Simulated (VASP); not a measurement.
The system is CsRe.

```
CELL_PARAMETERS angstrom
3.68935 0.00000 0.00000
-1.84468 3.19507 0.00000
0.00000 0.00000 5.63144
ATOMIC_POSITIONS crystal
Cs 0.00282 0.01773 0.49446
Re 0.01001 0.01595 0.00021
```

Base run:

```yaml
Program: VASP 6.6.1
Functional: PBE
Potentials_or_basis: VASP PAW PBE potentials, release 64 (Cs_sv, Re_sv_GW)
Cutoff: 560 eV
k_mesh: 8 × 8 × 4
Occupations: fermi-dirac, width 0.1 eV
Spin: no spin polarisation
```

Its results: band gap on the k mesh zero (bands 12 and 13 overlap by 1.09 eV); pressure -6.9 GPa; largest force 0.232 eV/Å.

The run is repeated on the same cell with these changes: k mesh from 8 × 8 × 4 to 9 × 9 × 6. What comes out?

Band gap on the k mesh zero (bands 12 and 13 overlap by 1.10 eV); pressure -7.9 GPa; largest force 0.226 eV/Å.

Caveats: spin-orbit coupling is left out, which moves the levels of the heavy elements; the stress differs along the axes, from -13 to 5 GPa (at least some runs); the stress differs along the axes, from -13 to 2 GPa (at least some runs).
